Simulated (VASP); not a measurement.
# K8Ta5Nb3O24 (P1) in VASP: further runs

K8Ta5Nb3O24 is run at these levels: PBEsol, r2SCAN; tasks: single point.

Program: VASP 6.6.1. These are calculated values, not measurements. Logs are shortened: lines on timing, memory, paths and dates and some standing lists are left out, and cuts for length are marked.

### Step 1. The cell of the first run

The typed cell holds 40 atoms: a = 7.982 Å, b = 7.982 Å, c = 7.982 Å, α = 90.00°, β = 90.00°, γ = 90.00°.

### Step 2. Single point, PBEsol

INCAR

```
SYSTEM = K8Ta5Nb3O24
  PREC = Accurate
  ENCUT = 520
  EDIFF = 1E-6
  ISMEAR = -1
  SIGMA = 0.05
  LREAL = Auto
  LASPH = .True.
  NELM = 100
  ALGO = Normal
  ISIF = 2
  LWAVE = .False.
  LCHARG = .False.
  GGA = PS
  NBANDS = 181
  ISYM = 0
```

KPOINTS

```
Automatic mesh
0
Gamma
  1 1 1
  0.25 0.25 0.25
```

POSCAR

```
K8Ta5Nb3O24
1.0
    7.9823338196      0.0000000000      0.0000000000
    0.0000000000      7.9823338196      0.0000000000
    0.0000000000      0.0000000000      7.9823338196
K Nb Ta O
8 3 5 24
Direct
    0.0024990000      0.0021840000      0.0017240000
    0.0024390000      0.0024680000      0.5016120000
    0.0023920000      0.5020290000      0.0020080000
    0.0023160000      0.5020320000      0.5015920000
    0.5017670000      0.0021890000      0.0017900000
    0.5019660000      0.0025690000      0.5021070000
    0.5019620000      0.5025370000      0.0021590000
    0.5022070000      0.5024420000      0.5019920000
    0.2558530000      0.2594900000      0.2589850000
    0.2560840000      0.2558070000      0.7589770000
    0.2560590000      0.7594660000      0.2553900000
    0.2524440000      0.7555330000      0.7551370000
    0.7555470000      0.2524000000      0.2520160000
    0.7558520000      0.2527850000      0.7520690000
    0.7558380000      0.7524530000      0.2522870000
    0.7524760000      0.7527660000      0.7522720000
    0.2476120000      0.2471290000      0.9963930000
    0.2475970000      0.2471910000      0.4963850000
    0.2482620000      0.7472430000      0.9972310000
    0.2481910000      0.7472240000      0.4972320000
    0.7476620000      0.2489530000      0.9981450000
    0.7476300000      0.2489370000      0.4981720000
    0.7481580000      0.7489230000      0.9984830000
    0.7481690000      0.7489510000      0.4984770000
    0.9974710000      0.2478070000      0.2473900000
    0.9977590000      0.2484170000      0.7474220000
    0.9977140000      0.7477630000      0.2480470000
    0.9983910000      0.7483060000      0.7479810000
    0.4974530000      0.2477810000      0.2473810000
    0.4977580000      0.2483950000      0.7474880000
    0.4976980000      0.7478240000      0.2480310000
    0.4984050000      0.7482910000      0.7479670000
    0.2475110000      0.9968000000      0.2466830000
    0.2483210000      0.9976050000      0.7468710000
    0.2475350000      0.4967930000      0.2467660000
    0.2482720000      0.4976110000      0.7469120000
    0.7476180000      0.9985290000      0.2485560000
    0.7482060000      0.9988400000      0.7486210000
    0.7475830000      0.4985510000      0.2486050000
    0.7482090000      0.4988360000      0.7485810000
```

Potentials or basis: VASP PAW PBE potentials, release 64 (K_sv, Nb_sv, Ta_pv, O).

Command:

```
> cat potpaw_PBE.64/K_sv/POTCAR potpaw_PBE.64/Nb_sv/POTCAR potpaw_PBE.64/Ta_pv/POTCAR potpaw_PBE.64/O/POTCAR > POTCAR
> mpirun -np 1 vasp_std > vasp.out
```

OUTCAR:

```text
SYSTEM = K8Ta5Nb3O24
   PREC = Accurate
   ENCUT = 520
   EDIFF = 1E-6
   ISMEAR = -1
   LREAL = Auto
   LASPH = .True.
   NELM = 100
   ISIF = 2
   GGA = PS
   ISYM = 0

 ion  position               nearest neighbor table
   1  0.002  0.002  0.002-  33 2.77  17 2.77  25 2.77  26 2.83  34 2.83  19 2.83  27 2.83  21 2.83
                            37 2.83  38 2.86  23 2.87  28 2.87  12 3.43  14 3.44  15 3.44  13 3.44
   2  0.002  0.002  0.502-  18 2.77  34 2.77  26 2.78  25 2.82  33 2.82  28 2.83  20 2.83  38 2.83
                            22 2.83  24 2.87  37 2.87  27 2.87  11 3.42  15 3.44  13 3.44  14 3.44
   3  0.002  0.502  0.002-  35 2.77  19 2.77  27 2.78  25 2.82  17 2.82  28 2.82  36 2.83  23 2.83
                            39 2.83  40 2.87  21 2.87  26 2.87  10 3.42  14 3.44  13 3.44  15 3.44
   4  0.002  0.502  0.502-  20 2.77  36 2.77  28 2.78  27 2.82  26 2.82  35 2.82  18 2.82  24 2.83
                            40 2.83  39 2.87  22 2.87  25 2.87   9 3.41  13 3.44  14 3.44  15 3.44
   5  0.502  0.002  0.002-  29 2.77  37 2.78  21 2.78  17 2.82  33 2.82  38 2.82  23 2.82  30 2.83
                            31 2.83  32 2.87  34 2.87  19 2.87  11 3.42  10 3.42  12 3.42  16 3.45
   6  0.502  0.003  0.502-  30 2.77  22 2.78  38 2.78  34 2.81  18 2.82  37 2.82  24 2.82  29 2.82
                            32 2.82  31 2.87  20 2.87  33 2.88  11 3.39  12 3.45  16 3.46  13 3.47
   7  0.502  0.503  0.002-  31 2.77  39 2.78  23 2.78  19 2.81  35 2.82  21 2.82  40 2.82  32 2.82
                            29 2.82  30 2.87  36 2.87  17 2.88  10 3.39  12 3.45  16 3.46  13 3.47
   8  0.502  0.502  0.502-  32 2.78  24 2.78  40 2.78  39 2.82  20 2.82  36 2.82  22 2.82  31 2.82
                            30 2.82  29 2.87  18 2.88  35 2.88   9 3.38  16 3.46  15 3.47  13 3.47
   9  0.256  0.259  0.259-  35 1.90  18 1.90  29 1.93  25 2.07  17 2.10  33 2.10   8 3.38   4 3.41

  10  0.256  0.256  0.759-  17 1.90  30 1.93  36 1.93  34 2.06  26 2.06  18 2.10   7 3.39   5 3.42
                             3 3.42
  11  0.256  0.759  0.255-  33 1.90  31 1.93  20 1.93  19 2.06  27 2.07  35 2.10   6 3.39   5 3.42
                             2 3.42
  12  0.252  0.756  0.755-  34 1.93  19 1.93  32 1.97  28 2.03  20 2.06  36 2.06   5 3.42   1 3.43
                             7 3.45   6 3.45   3 3.46   2 3.46   8 3.48   4 3.49
  13  0.756  0.252  0.252-  25 1.93  39 1.97  22 1.97  21 2.03  37 2.03  29 2.06   4 3.44   2 3.44
                             3 3.44   1 3.44   8 3.47   6 3.47   7 3.47   5 3.48
  14  0.756  0.253  0.752-  26 1.93  40 1.97  21 1.97  22 2.03  38 2.03  30 2.06   3 3.44   4 3.44
                             1 3.44   2 3.44   8 3.47   7 3.47   6 3.48   5 3.48
  15  0.756  0.752  0.252-  27 1.93  37 1.97  24 1.97  23 2.03  39 2.03  31 2.06   2 3.44   4 3.44
                             1 3.44   3 3.44   8 3.47   6 3.47   7 3.47   5 3.48
  16  0.752  0.753  0.752-  28 1.96  38 1.96  23 1.97  24 2.03  40 2.03  32 2.03   1 3.45   5 3.45
                             2 3.46   3 3.46   6 3.46   7 3.46   8 3.46   4 3.46
  17  0.248  0.247  0.996-  10 1.90   9 2.10   1 2.77   5 2.82   3 2.82   7 2.88
  18  0.248  0.247  0.496-   9 1.90  10 2.10   2 2.77   6 2.82   4 2.82   8 2.88
  19  0.248  0.747  0.997-  12 1.93  11 2.06   3 2.77   7 2.81   1 2.83   5 2.87
  20  0.248  0.747  0.497-  11 1.93  12 2.06   4 2.77   8 2.82   2 2.83   6 2.87
  21  0.748  0.249  0.998-  14 1.97  13 2.03   5 2.78   7 2.82   1 2.83   3 2.87
  22  0.748  0.249  0.498-  13 1.97  14 2.03   6 2.78   8 2.82   2 2.83   4 2.87
[... 16 lines left out ...]
  39  0.748  0.499  0.249-  13 1.97  15 2.03   7 2.78   8 2.82   3 2.83   4 2.87
  40  0.748  0.499  0.749-  14 1.97  16 2.03   8 2.78   7 2.82   4 2.83   3 2.87

IMPORTANT INFORMATION: All symmetrisations will be switched off!
NOSYMM: (Re-)initialisation of all symmetry stuff for point group C_1.

----------------------------------------------------------------------------------------

                                     Primitive cell

  volume of cell :     508.6156

  direct lattice vectors                    reciprocal lattice vectors
     7.982333820  0.000000000  0.000000000     0.125276645  0.000000000  0.000000000
     0.000000000  7.982333820  0.000000000     0.000000000  0.125276645  0.000000000
     0.000000000  0.000000000  7.982333820     0.000000000  0.000000000  0.125276645

  length of vectors
     7.982333820  7.982333820  7.982333820     0.125276645  0.125276645  0.125276645

  position of ions in fractional coordinates (direct lattice)
     0.002499000  0.002184000  0.001724000
     0.002439000  0.002468000  0.501612000
     0.002392000  0.502029000  0.002008000
     0.002316000  0.502032000  0.501592000
     0.501767000  0.002189000  0.001790000
     0.501966000  0.002569000  0.502107000
[... 32 lines left out ...]
     0.747583000  0.498551000  0.248605000
     0.748209000  0.498836000  0.748581000

  ion indices of the primitive-cell ions
   primitive index   ion index
                 1           1
                 2           2
                 3           3
                 4           4
                 5           5
                 6           6
[... 32 lines left out ...]
                39          39
                40          40

----------------------------------------------------------------------------------------

 KPOINTS: Automatic mesh

Automatic generation of k-mesh.
 Grid dimensions read from file:
 generate k-points for:    1    1    1

 Generating k-lattice:

  Cartesian coordinates                     Fractional coordinates (reciprocal lattice)
     0.125276645  0.000000000  0.000000000     1.000000000  0.000000000  0.000000000
     0.000000000  0.125276645  0.000000000     0.000000000  1.000000000  0.000000000
     0.000000000  0.000000000  0.125276645     0.000000000  0.000000000  1.000000000

  Length of vectors
     0.125276645  0.125276645  0.125276645

  Shift w.r.t. Gamma in fractional coordinates (k-lattice)
     0.250000000  0.250000000  0.250000000

 Subroutine IBZKPT returns following result:
 ===========================================

 Found      4 irreducible k-points:

 Following reciprocal coordinates:
            Coordinates               Weight
  0.250000  0.250000  0.250000      2.000000
 -0.250000  0.250000  0.250000      2.000000
 -0.250000 -0.250000  0.250000      2.000000
  0.250000 -0.250000  0.250000      2.000000
   k-points           NKPTS =      4   k-points in BZ     NKDIM =      4   number of bands    NBANDS=    181
   number of dos      NEDOS =    301   number of ions     NIONS =     40
   total plane-waves  NPLWV = 216000
   dimension x,y,z NGX =    60 NGY =   60 NGZ =   60
   dimension x,y,z NGXF=   120 NGYF=  120 NGZF=  120
   ions per type =               8   3   5  24
   NGX,Y,Z   is equivalent  to a cutoff of  12.50, 12.50, 12.50 a.u.
   NGXF,Y,Z  is equivalent  to a cutoff of  24.99, 24.99, 24.99 a.u.
 SYSTEM =  K8Ta5Nb3O24
   PREC   = accura    normal or accurate (medium, high low for compatibility)
   ISTART =      0    job   : 0-new  1-cont  2-samecut
   ICHARG =      2    charge: 1-file 2-atom 10-const
   ISPIN  =      1    spin polarized calculation?
   LNONCOLLINEAR =      F non collinear calculations
   LSORBIT =      F    spin-orbit coupling
   LASPH  =      T    aspherical Exc in radial PAW
   ENCUT  =  520.0 eV  38.22 Ry    6.18 a.u.  14.84 14.84 14.84*2*pi/ulx,y,z
   NELM   =    100;   NELMIN=  2; NELMDL= -5     # of ELM steps
   EDIFF  = 0.1E-05   stopping-criterion for ELM
   LREAL  =      T    real-space projection
   EDIFFG = 0.1E-04   stopping-criterion for IOM
   NSW    =      0    number of steps for IOM
   IBRION =     -1    ionic relax: 0-MD 1-quasi-New 2-CG
   NFREE  =      0    steps in history (QN), initial steepest desc. (CG)
   ISIF   =      2    stress and relaxation
   ISYM   =      0    0-nonsym 1-usesym 2-fastsym
   POTIM  = 0.5000    time-step for ionic-motion
   TEBEG  =    0.0;   TEEND  =   0.0 temperature during run
   PSTRESS=    0.0 pullay stress
   NELECT =     310.0000    total number of electrons
   NUPDOWN=      -1.0000    fix difference up-down
   EMIN   =  10.00;   EMAX   =-10.00  energy-range for DOS
   EFERMI =   0.00;   METHOD = LEGACY
   ISMEAR =    -1;   SIGMA  =   0.05  broadening in eV -4-tet -1-fermi 0-gaus
   EFERMI_NEDOS =   21; number of points for ismear=-14 and -15
   IALGO  =     38    algorithm
   IMIX   =      4    mixing-type and parameters
     AMIX     =   0.40;   BMIX     =  1.00
     AMIX_MAG =   1.60;   BMIX_MAG =  1.00
  volume/ion in A,a.u.               =      12.72        85.81
  Fermi-wavevector in a.u.,A,eV,Ry     =   1.388030  2.622996 26.213354  1.926627
  Thomas-Fermi vector in A             =   2.512195
   LORBIT       =      0    0 simple, 1 ext, 2 COOP (PROOUT), +10 PAW based schemes
   GGA     = PS    functional components
   LHFCALC =     F    Hartree Fock is set to
   AEXX    =    0.0000 exact exchange contribution
   IVDW    =     0    specifies the selected vdW correction
   LEPSILON=     F    determine dielectric tensor
   LRPA    =     F    only Hartree local field effects (RPA)
 non-spin polarized calculation
  energy-cutoff  :      520.00
  volume of cell :      508.62
 maximum number of plane-waves:     13679
   NGX = 29   NGY = 29   NGZ = 29

 number of electron     310.0000027 magnetization

 Free energy of the ion-electron system (eV)
  ---------------------------------------------------
  ext. energy  EPLUGINS =         0.00000000
  ---------------------------------------------------
  free energy    TOTEN  =      -336.86917268 eV

  energy without entropy =     -336.86917268  energy(sigma->0) =     -336.86917268

 E-fermi :   3.4386     XC(G=0): -11.1145

 val. band max:        2.0578336136   @ k =   0.2500   0.2500   0.2500
 cond. band min:       4.8925072765   @ k =   0.2500  -0.2500   0.2500
 fundamental gap:      2.8346736629
 Fermi energy:         3.4385877471

 k-point     1 :       0.2500    0.2500    0.2500
  band No.  band energies     occupation
      1     -52.4213      2.00000
      2     -52.4211      2.00000
      3     -52.3918      2.00000
      4     -31.8541      2.00000
      5     -31.8539      2.00000
      6     -31.8496      2.00000
[... 159 lines left out ...]
    166       6.6286      0.00000
    167       6.6795      0.00000
[... 508 lines left out ...]
    166       6.6515      0.00000
    167       6.6680      0.00000
 [bands above 167 left out]

------------------------ aborting loop because EDIFF is reached ----------------------------------------

  FORCE on cell =-STRESS in cart. coord.  units (eV):
  Direction    XX          YY          ZZ          XY          YZ          ZX
  --------------------------------------------------------------------------------------
  -------------------------------------------------------------------------------------
  Total        1.4022501      1.6476120      1.5630557      0.1472689      0.1932332      0.1360925
  in kB        4.4171933      5.1901018      4.9237430      0.4639081      0.6086993      0.4287017
  external PRESSURE =       4.8436794 kB  Pullay stress =       0.0000000 kB

 VOLUME and BASIS-vectors are now :
 -----------------------------------------------------------------------------
  energy-cutoff  :      520.00
  volume of cell :      508.62
      direct lattice vectors                 reciprocal lattice vectors
     7.982333820  0.000000000  0.000000000     0.125276645  0.000000000  0.000000000
     0.000000000  7.982333820  0.000000000     0.000000000  0.125276645  0.000000000
     0.000000000  0.000000000  7.982333820     0.000000000  0.000000000  0.125276645

 POSITION                                       TOTAL-FORCE (eV/Angst)
 -----------------------------------------------------------------------------------
      0.01995      0.01743      0.01376        -0.004754     -0.006483     -0.005423
      0.01947      0.01970      4.00403        -0.004230     -0.006639     -0.006449
      0.01909      4.00736      0.01603         0.000333     -0.003649     -0.004909
      0.01849      4.00739      4.00387        -0.000524     -0.003600     -0.004452
      4.00527      0.01747      0.01429        -0.003216     -0.000841     -0.002055
      4.00686      0.02051      4.00799        -0.006732     -0.004816     -0.007832
[... 32 lines left out ...]
      5.96746      3.97960      1.98445         0.027594      0.050706      0.017025
      5.97245      3.98188      5.97542         0.023271      0.050748      0.017608
 -----------------------------------------------------------------------------------
    total drift:                                0.035989      0.020767      0.025470

  FREE ENERGIE OF THE ION-ELECTRON SYSTEM (eV)
  ---------------------------------------------------
  free  energy   TOTEN  =      -336.8691726828 eV

  energy  without entropy=     -336.8691726828  energy(sigma->0) =     -336.86917268
```

Wall time 23 min (1 thread of Intel Xeon 8259CL, shared host); peak memory 0.65 GiB.

Results:

```yaml
Free_energy: -336.8692 eV
Pressure: 0.5 GPa
Largest_force: 0.232 eV/Å
Band_gap_on_the_k_mesh: 2.83 eV (least direct gap 2.84 eV)
```

Forces in eV/Å, atoms in the order of the input:
```
K   -0.005 -0.006 -0.005
K   -0.004 -0.007 -0.006
K    0.000 -0.004 -0.005
K   -0.001 -0.004 -0.004
K   -0.003 -0.001 -0.002
K   -0.007 -0.005 -0.008
K   -0.007 -0.008 -0.006
K   -0.008 -0.006 -0.004
Nb  -0.108 -0.111 -0.108
Nb  -0.093 -0.095 -0.105
Nb  -0.094 -0.112 -0.095
Ta  -0.105 -0.146 -0.146
Ta  -0.152 -0.095 -0.097
Ta  -0.143 -0.091 -0.095
Ta  -0.142 -0.097 -0.088
Ta  -0.102 -0.091 -0.085
O    0.042  0.043  0.036
O    0.042  0.043  0.033
O    0.028  0.033  0.146
O    0.034  0.039 -0.027
O    0.025  0.017  0.055
O    0.025  0.017  0.052
O    0.024  0.018  0.050
O    0.024  0.018  0.050
O    0.150  0.030  0.031
O    0.149  0.029  0.031
O    0.149  0.034  0.029
O    0.058  0.024  0.022
O   -0.025  0.035  0.035
O   -0.026  0.034  0.035
O   -0.025  0.039  0.034
O    0.053  0.025  0.023
O    0.046  0.039  0.047
O    0.026  0.146  0.031
O    0.044  0.036  0.045
O    0.031 -0.026  0.035
O    0.027  0.053  0.018
O    0.022  0.051  0.016
O    0.028  0.051  0.017
O    0.023  0.051  0.018
```

Levels at points of the mesh, in eV from the valence-band top:
| k point | band 151 | band 152 | band 153 | band 154 | band 155 | band 156 | band 157 | band 158 | band 159 | band 160 |
| --- | --- | --- | --- | --- | --- | --- | --- | --- | --- | --- |
| (0.25, 0.25, 0.25) | -0.15 | -0.08 | -0.08 | -0.08 | 0.00 | 2.95 | 2.98 | 3.03 | 3.11 | 3.13 |

Caveat: the PAW data sets were made with another functional, which shifts forces and pressure a little; spin-orbit coupling is left out, which moves the levels of the heavy elements; a shifted mesh leaves out Γ, where band edges can lie. A k mesh can miss the band edges.

### Step 3. Single point, r2SCAN

POSCAR, as its differences from that of step 2:

```diff
@@ -2,5 +2,5 @@
 1.0
-    7.9823338196      0.0000000000      0.0000000000
-    0.0000000000      7.9823338196      0.0000000000
-    0.0000000000      0.0000000000      7.9823338196
+    7.9823340000      0.0000000000      0.0000000000
+    0.0000000000      7.9823340000      0.0000000000
+    0.0000000000      0.0000000000      7.9823340000
 K Nb Ta O
```

INCAR.step1

```
PREC     = Accurate       # precision mode
ENCUT    = 520            # plane-wave cutoff, eV
ISMEAR   = -1             # smearing method
SIGMA    = 0.05           # smearing width, eV
LREAL    = Auto         
LASPH    = True           # aspherical terms in the spheres
NELM     = 60             # most SCF steps
ISYM     = 0            
NBANDS   = 181            # bands
GGA      = PE             # functional
ALGO     = Normal         # electronic algorithm
EDIFF    = 1E-4           # SCF threshold, eV
LWAVE    = True           # write WAVECAR
LCHARG   = False          # write CHGCAR
```

INCAR.step2

```
PREC     = Accurate       # precision mode
ENCUT    = 520            # plane-wave cutoff, eV
EDIFF    = 1E-7           # SCF threshold, eV
ISMEAR   = -1             # smearing method
SIGMA    = 0.05           # smearing width, eV
LREAL    = Auto         
LASPH    = True           # aspherical terms in the spheres
NELM     = 60             # most SCF steps
ALGO     = Normal         # electronic algorithm
ISIF     = 2              # what is computed and relaxed
LWAVE    = False          # write WAVECAR
LCHARG   = False          # write CHGCAR
METAGGA  = R2SCAN         # meta-GGA
LMIXTAU  = True         
ISYM     = 0            
NBANDS   = 181            # bands
ISTART   = 1
```

KPOINTS is that of step 2.

Potentials or basis: VASP PAW PBE potentials, release 64 (K_sv, Nb_sv, Ta_pv, O).

Command:

```
> cat potpaw_PBE.64/K_sv/POTCAR potpaw_PBE.64/Nb_sv/POTCAR potpaw_PBE.64/Ta_pv/POTCAR potpaw_PBE.64/O/POTCAR > POTCAR
> cp INCAR.step1 INCAR
> mpirun -np 1 vasp_std > vasp.out
> cp INCAR.step2 INCAR
> mpirun -np 1 vasp_std > vasp.out
```

It took 58 min on 1 thread of Intel Xeon 8259CL, shared host; peak memory 0.73 GiB.

It converged, with:

| Quantity | Value |
| --- | --- |
| Free energy | -624.2179 eV |
| Pressure | 1.7 GPa |
| Largest force | 0.157 eV/Å |
| Band gap on the k mesh | 3.27 eV (least direct gap 3.28 eV) |

Forces in eV/Å, atoms in the order of the input:
```
K   -0.012 -0.013 -0.011
K   -0.012 -0.014 -0.012
K   -0.005 -0.008 -0.011
K   -0.006 -0.008 -0.009
K   -0.006 -0.005 -0.006
K   -0.011 -0.012 -0.014
K   -0.012 -0.014 -0.014
K   -0.014 -0.013 -0.009
Nb  -0.081 -0.057 -0.055
Nb  -0.064 -0.065 -0.047
Nb  -0.066 -0.054 -0.065
Ta  -0.083 -0.094 -0.095
Ta  -0.098 -0.072 -0.075
Ta  -0.089 -0.067 -0.071
Ta  -0.087 -0.073 -0.066
Ta  -0.076 -0.066 -0.061
O    0.046  0.047 -0.024
O    0.046  0.048 -0.025
O    0.031  0.037  0.050
O    0.037  0.042 -0.013
O    0.028  0.020  0.031
O    0.029  0.020  0.029
O    0.027  0.020  0.027
O    0.028  0.021  0.027
O    0.051  0.033  0.033
O    0.049  0.033  0.034
O    0.049  0.037  0.033
O    0.033  0.027  0.025
O   -0.011  0.038  0.038
O   -0.013  0.038  0.038
O   -0.012  0.043  0.038
O    0.031  0.028  0.027
O    0.050 -0.022  0.051
O    0.029  0.049  0.034
O    0.048 -0.023  0.050
O    0.034 -0.012  0.038
O    0.031  0.031  0.021
O    0.025  0.027  0.019
O    0.031  0.029  0.020
O    0.026  0.028  0.020
```

Stress tensor (GPa, compression positive):
```
1.63 0.07 0.07
0.07 1.70 0.09
0.07 0.09 1.67
```

Levels at points of the mesh, in eV from the valence-band top:
```
           k point  band 151  band 152  band 153  band 154  band 155  band 156  band 157  band 158  band 159  band 160
(0.25, 0.25, 0.25)     -0.15     -0.08     -0.07     -0.07      0.00      3.38      3.42      3.46      3.56      3.58
```

Caveat: the PAW data sets were made with another functional, which shifts forces and pressure a little; spin-orbit coupling is left out, which moves the levels of the heavy elements; a shifted mesh leaves out Γ, where band edges can lie. A k mesh can miss the band edges.
